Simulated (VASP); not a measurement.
Write the native input for VASP 6.6.1 that does the following.

```
Task                   : single point
Functional             : PBEsol
Potentials or basis    : VASP PAW PBE potentials, release 64 (N, B)
Cutoff                 : 520 eV
k mesh                 : 13 × 13 × 13
Occupations            : fermi-dirac, width 0.05 eV
Spin                   : no spin polarisation
Dipole correction      : no
Further INCAR settings : ALGO = Normal; EDIFF = 1e-07; NBANDS = 11
```

The structure of BN lies in POSCAR:

```
BN
1.0
    0.0000000000      3.5638688387      2.2085744028
    1.2761801381      0.0000000000      2.2085744028
    1.2761801381      3.5638688387      0.0000000000
N B
1 1
Direct
    0.6666513400      0.6666513400      0.3333486600
    0.0000486500      0.0000486500      0.9999513500
```

These files were run (other wordings do the same):

INCAR

```
SYSTEM = BN
PREC = Accurate ; ENCUT = 520
EDIFF = 1E-7 ; ISMEAR = -1
SIGMA = 0.05 ; LREAL = .FALSE.
LASPH = .TRUE. ; NELM = 80
ALGO = Normal ; ISIF = 2
LWAVE = .FALSE. ; LCHARG = .FALSE.
GGA = PS ; NBANDS = 11
```

KPOINTS

```
Automatic mesh
0
G
  13 13 13
  0 0 0
```

Potentials or basis: VASP PAW PBE potentials, release 64 (N, B).

Command:

```bash
$ cat potpaw_PBE.64/N/POTCAR potpaw_PBE.64/B/POTCAR > POTCAR
$ mpirun -np 1 vasp_std > vasp.out
```

Results of the run:

| Quantity | Value |
| --- | --- |
| Pressure | -11.4 GPa |
| Largest force | 0.007 eV/Å |
| Band gap on the k mesh | 3.75 eV, indirect (least direct gap 4.45 eV) |

Caveat: the PAW data sets were made with another functional, which shifts forces and pressure a little.

Wall time 110 s on 1 thread of AMD EPYC 7R13 Processor (Zen 3), with other jobs on the host, peak memory 0.16 GiB.
